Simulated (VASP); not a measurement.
# Ru (P6_3/mmc) in VASP: further runs

Ru is run at these levels: PBEsol; tasks: single point, relaxation of cell and atoms.

Everything below comes from runs of VASP 6.6.1. Logs are shortened: lines on timing, memory, paths and dates and some standing lists are left out, and cuts for length are marked.

## 1. The cell of the first run

It takes space group P6_3/mmc (No. 194, hexagonal). The conventional cell has a = 2.695 Å, b = 2.695 Å, c = 4.239 Å, α = 90.00°, β = 90.00°, γ = 120.00°. Within 3.5 Å of Ru (site symmetry -6m2) lie 12 Ru at 2.63 to 2.69 Å.

## 2. Single point, PBEsol

INCAR

```
  ALGO = Normal
  EDIFF = 1E-6
  ENCUT = 520
  GGA = PS
  ISIF = 2
  ISMEAR = 0
  LASPH = True
  LCHARG = False
  LREAL = False
  LWAVE = False
  NBANDS = 21
  NELM = 60
  PREC = Accurate
  SIGMA = 0.1
```

KPOINTS

```
k-points
0
Gamma
  9 9 4
```

POSCAR

```
Ru
1.0
    2.6946173501      0.0000000000      0.0000000000
   -1.3473086750      2.3336070787      0.0000000000
    0.0000000000      0.0000000000      4.2392597277
Ru
2
Direct
    0.3333333333      0.6666666667      0.2500000000
    0.6666666667      0.3333333333      0.7500000000
```

Potentials or basis: VASP PAW PBE potentials, release 64 (Ru_pv).

On the command line:

```
$ cat potpaw_PBE.64/Ru_pv/POTCAR > POTCAR
$ mpirun -np 1 vasp_std > vasp.out
```

OUTCAR:

```text
EDIFF = 1E-6
   ENCUT = 520
   GGA = PS
   ISIF = 2
   ISMEAR = 0
   LASPH = True
   LREAL = False
   NELM = 60
   PREC = Accurate

 ion  position               nearest neighbor table
   1  0.333  0.667  0.250-   2 2.63   2 2.63   2 2.63   2 2.63   2 2.63   2 2.63
   2  0.667  0.333  0.750-   1 2.63   1 2.63   1 2.63   1 2.63   1 2.63   1 2.63

  LATTYP: Found a hexagonal cell.
 ALAT       =     2.6946173501
 C/A-ratio  =     1.5732325510

  Lattice vectors:

 A1 = (   2.6946173501,   0.0000000000,   0.0000000000)
 A2 = (  -1.3473086750,   2.3336070787,   0.0000000000)
 A3 = (   0.0000000000,   0.0000000000,   4.2392597277)

Analysis of symmetry for initial positions (statically):
=====================================================================
 Subroutine PRICEL returns:
 Original cell was already a primitive cell.

 Routine SETGRP: Setting up the symmetry group for a
 hexagonal supercell.

 Subroutine GETGRP returns: Found 24 space group operations
 (whereof 12 operations were pure point group operations)
 out of a pool of 24 trial point group operations.

The static configuration has the point symmetry D_3d.
 The point group associated with its full space group is D_6h.

Analysis of symmetry for dynamics (positions and initial velocities):
=====================================================================
 Subroutine PRICEL returns:
 Original cell was already a primitive cell.

 Routine SETGRP: Setting up the symmetry group for a
 hexagonal supercell.

 Subroutine GETGRP returns: Found 24 space group operations
 (whereof 12 operations were pure point group operations)
 out of a pool of 24 trial point group operations.

The dynamic configuration has the point symmetry D_3d.
 The point group associated with its full space group is D_6h.

 Subroutine INISYM returns: Found 24 space group operations
 (whereof 12 operations are pure point group operations),
 and found     1 'primitive' translations

----------------------------------------------------------------------------------------

                                     Primitive cell

  volume of cell :      26.6572

  direct lattice vectors                    reciprocal lattice vectors
     2.694617350  0.000000000  0.000000000     0.371110206  0.214260577  0.000000000
    -1.347308675  2.333607079  0.000000000     0.000000000  0.428521155  0.000000000
     0.000000000  0.000000000  4.239259728     0.000000000  0.000000000  0.235890241

  length of vectors
     2.694617350  2.694617350  4.239259728     0.428521155  0.428521155  0.235890241

  position of ions in fractional coordinates (direct lattice)
     0.333333333  0.666666667  0.250000000
     0.666666667  0.333333333  0.750000000

  ion indices of the primitive-cell ions
   primitive index   ion index
                 1           1
                 2           2

----------------------------------------------------------------------------------------

 KPOINTS: k-points

Automatic generation of k-mesh.
 Grid dimensions read from file:
 generate k-points for:    9    9    4

 Generating k-lattice:

  Cartesian coordinates                     Fractional coordinates (reciprocal lattice)
     0.041234467  0.023806731  0.000000000     0.111111111 -0.000000000  0.000000000
     0.000000000  0.047613462  0.000000000     0.000000000  0.111111111  0.000000000
     0.000000000  0.000000000  0.058972560     0.000000000  0.000000000  0.250000000

  Length of vectors
     0.047613462  0.047613462  0.058972560

  Shift w.r.t. Gamma in fractional coordinates (k-lattice)
     0.000000000  0.000000000  0.000000000

 Subroutine IBZKPT returns following result:
 ===========================================

 Found     36 irreducible k-points:

 Following reciprocal coordinates:
            Coordinates               Weight
  0.000000  0.000000  0.000000      1.000000
  0.111111  0.000000  0.000000      6.000000
  0.222222  0.000000  0.000000      6.000000
  0.333333  0.000000  0.000000      6.000000
  0.444444  0.000000  0.000000      6.000000
  0.111111  0.111111  0.000000      6.000000
[... 16 lines left out ...]
  0.333333  0.222222  0.250000     24.000000
  0.333333  0.333333  0.250000      4.000000
 [... further k-points ...]
   k-points           NKPTS =     36   k-points in BZ     NKDIM =     36   number of bands    NBANDS=     21
   number of dos      NEDOS =    301   number of ions     NIONS =      2
   total plane-waves  NPLWV =  12800
   dimension x,y,z NGX =    20 NGY =   20 NGZ =   32
   dimension x,y,z NGXF=    40 NGYF=   40 NGZF=   64
   ions per type =               2
   NGX,Y,Z   is equivalent  to a cutoff of  12.34, 12.34, 12.55 a.u.
   NGXF,Y,Z  is equivalent  to a cutoff of  24.68, 24.68, 25.10 a.u.
 SYSTEM =  unknown system
   PREC   = accura    normal or accurate (medium, high low for compatibility)
   ISTART =      0    job   : 0-new  1-cont  2-samecut
   ICHARG =      2    charge: 1-file 2-atom 10-const
   ISPIN  =      1    spin polarized calculation?
   LNONCOLLINEAR =      F non collinear calculations
   LSORBIT =      F    spin-orbit coupling
   LASPH  =      T    aspherical Exc in radial PAW
   ENCUT  =  520.0 eV  38.22 Ry    6.18 a.u.   5.01  5.01  7.88*2*pi/ulx,y,z
   NELM   =     60;   NELMIN=  2; NELMDL= -5     # of ELM steps
   EDIFF  = 0.1E-05   stopping-criterion for ELM
   LREAL  =      F    real-space projection
   EDIFFG = 0.1E-04   stopping-criterion for IOM
   NSW    =      0    number of steps for IOM
   IBRION =     -1    ionic relax: 0-MD 1-quasi-New 2-CG
   NFREE  =      0    steps in history (QN), initial steepest desc. (CG)
   ISIF   =      2    stress and relaxation
   ISYM   =      2    0-nonsym 1-usesym 2-fastsym
   POTIM  = 0.5000    time-step for ionic-motion
   TEBEG  =    0.0;   TEEND  =   0.0 temperature during run
   PSTRESS=    0.0 pullay stress
   NELECT =      28.0000    total number of electrons
   NUPDOWN=      -1.0000    fix difference up-down
   EMIN   =  10.00;   EMAX   =-10.00  energy-range for DOS
   EFERMI =   0.00;   METHOD = LEGACY
   ISMEAR =     0;   SIGMA  =   0.10  broadening in eV -4-tet -1-fermi 0-gaus
   EFERMI_NEDOS =   21; number of points for ismear=-14 and -15
   IALGO  =     38    algorithm
   IMIX   =      4    mixing-type and parameters
     AMIX     =   0.40;   BMIX     =  1.00
     AMIX_MAG =   1.60;   BMIX_MAG =  1.00
  volume/ion in A,a.u.               =      13.33        89.95
  Fermi-wavevector in a.u.,A,eV,Ry     =   1.664138  3.144764 37.679346  2.769354
  Thomas-Fermi vector in A             =   2.750733
   LORBIT       =      0    0 simple, 1 ext, 2 COOP (PROOUT), +10 PAW based schemes
   GGA     = PS    functional components
   LHFCALC =     F    Hartree Fock is set to
   AEXX    =    0.0000 exact exchange contribution
   IVDW    =     0    specifies the selected vdW correction
   LEPSILON=     F    determine dielectric tensor
   LRPA    =     F    only Hartree local field effects (RPA)
 non-spin polarized calculation
 Gauss-broadening in eV      SIGMA  =   0.10
  energy-cutoff  :      520.00
  volume of cell :       26.66
 maximum number of plane-waves:       732
 NGX is ok and might be reduce to    20
   NGX =  9   NGY =  9   NGZ = 15

 number of electron      27.9999997 magnetization

 Free energy of the ion-electron system (eV)
  ---------------------------------------------------
  ext. energy  EPLUGINS =         0.00000000
  ---------------------------------------------------
  free energy    TOTEN  =       -20.33591328 eV

  energy without entropy =      -20.32536525  energy(sigma->0) =      -20.33063926

 E-fermi :  13.2192     XC(G=0): -14.3955

 val. band max:       13.2142385769   @ k =   0.3333   0.0000   0.0000
 cond. band min:      13.2425704547   @ k =   0.3333   0.3333   0.2500
 fundamental gap:      0.0283318778
 Fermi energy:        13.2191913881

 k-point     1 :       0.0000    0.0000    0.0000
  band No.  band energies     occupation
      1     -30.6562      2.00000
      2     -29.6434      2.00000
      3     -29.6434      2.00000
      4     -29.4566      2.00000
      5     -29.4566      2.00000
      6     -29.4196      2.00000
[... 13 lines left out ...]
     20      23.2899      0.00000
     21      23.6595      0.00000

 k-point     2 :       0.1111    0.0000    0.0000
  band No.  band energies     occupation
      1     -30.6117      2.00000
      2     -29.7354      2.00000
      3     -29.6745      2.00000
      4     -29.5524      2.00000
      5     -29.4690      2.00000
      6     -29.4411      2.00000
[... 13 lines left out ...]
     20      23.2898      0.00000
     21      23.5932      0.00000

 k-point     3 :       0.2222    0.0000    0.0000
  band No.  band energies     occupation
      1     -30.4887      2.00000
      2     -29.9685      2.00000
      3     -29.7864      2.00000
      4     -29.7497      2.00000
      5     -29.5057      2.00000
      6     -29.5035      2.00000
[... 13 lines left out ...]
     20      23.2896      0.00000
     21      23.4138      0.00000

 k-point     4 :       0.3333    0.0000    0.0000
  band No.  band energies     occupation
      1     -30.3190      2.00000
      2     -30.2334      2.00000
      3     -30.0394      2.00000
      4     -29.8307      2.00000
      5     -29.6086      2.00000
      6     -29.5460      2.00000
[... 13 lines left out ...]
     20      23.2882      0.00000
     21      23.3035      0.00000

 k-point     5 :       0.4444    0.0000    0.0000
  band No.  band energies     occupation
      1     -30.4053      2.00000
      2     -30.1980      2.00000
      3     -30.1667      2.00000
      4     -29.8817      2.00000
      5     -29.7170      2.00000
      6     -29.5749      2.00000
[... 13 lines left out ...]
     20      23.2878      0.00000
     21      24.0714      0.00000
[... 382 lines left out ...]
     20      23.2825      0.00000
     21      24.1127      0.00000

 k-point    22 :       0.2222    0.2222    0.2500
  band No.  band energies     occupation
      1     -30.3766      2.00000
      2     -30.2582      2.00000
      3     -29.9399      2.00000
      4     -29.9256      2.00000
      5     -29.7262      2.00000
      6     -29.6036      2.00000
[... 13 lines left out ...]
     20      23.2881      0.00000
     21      25.1252      0.00000

 k-point    23 :       0.3333    0.2222    0.2500
  band No.  band energies     occupation
      1     -30.3955      2.00000
      2     -30.2988      2.00000
      3     -30.0876      2.00000
      4     -29.8806      2.00000
      5     -29.7909      2.00000
      6     -29.6592      2.00000
[... 13 lines left out ...]
     20      23.2843      0.00000
     21      23.7972      0.00000

 k-point    24 :       0.3333    0.3333    0.2500
  band No.  band energies     occupation
      1     -30.2852      2.00000
      2     -30.2852      2.00000
      3     -30.2314      2.00000
      4     -29.9488      2.00000
      5     -29.7320      2.00000
      6     -29.7320      2.00000
[... 13 lines left out ...]
     20      23.2887      0.00000
     21      23.2887      0.00000

 [... further k-points ...]
[... 5 lines left out ...]
  --------------------------------------------------------------------------------------
  -------------------------------------------------------------------------------------
  Total       -0.0125232     -0.0125232     -0.0055458     -0.0000000      0.0000000      0.0000000
  in kB       -0.7526808     -0.7526808     -0.3333175     -0.0000000      0.0000000      0.0000000
  external PRESSURE =      -0.6128930 kB  Pullay stress =       0.0000000 kB

 VOLUME and BASIS-vectors are now :
 -----------------------------------------------------------------------------
  energy-cutoff  :      520.00
  volume of cell :       26.66
      direct lattice vectors                 reciprocal lattice vectors
     2.694617350  0.000000000  0.000000000     0.371110206  0.214260577  0.000000000
    -1.347308675  2.333607079  0.000000000     0.000000000  0.428521155  0.000000000
     0.000000000  0.000000000  4.239259728     0.000000000  0.000000000  0.235890241

 POSITION                                       TOTAL-FORCE (eV/Angst)
 -----------------------------------------------------------------------------------
     -0.00000      1.55574      1.05981         0.000000     -0.000000      0.000000
      1.34731      0.77787      3.17944        -0.000000      0.000000      0.000000
 -----------------------------------------------------------------------------------
    total drift:                               -0.000000      0.000000     -0.000000

  FREE ENERGIE OF THE ION-ELECTRON SYSTEM (eV)
  ---------------------------------------------------
  free  energy   TOTEN  =       -20.3359132789 eV

  energy  without entropy=      -20.3253652479  energy(sigma->0) =      -20.33063926
```

Wall time 6.7 s (1 thread of Intel Xeon 6975P-C (Granite Rapids), shared host); peak memory 0.14 GiB.

Results:

| Quantity | Value |
| --- | --- |
| Free energy | -20.3359 eV |
| Pressure | -0.1 GPa |
| Band gap on the k mesh | zero (band 14 reaches 14.56 eV, above the bottom of band 15 at 11.42 eV) |

Levels at points of the mesh, in eV from the Fermi level:
```tsv
k point	band 10	band 11	band 12	band 13	band 14	band 15	band 16	band 17	band 18	band 19
(0.00, 0.00, 0.00)	-2.86	-2.63	-2.14	-2.14	-1.66	-1.66	1.04	1.04	1.14	10.03
(0.00, 0.00, 0.50)	-3.05	-3.05	-3.05	-2.95	-2.95	0.39	0.39	0.39	0.39	10.07
```

Caveat: the k points lie up to 0.37 Å⁻¹ apart; the PAW data sets were made with another functional, which shifts forces and pressure a little.

(Continued in part 2 of 2.)
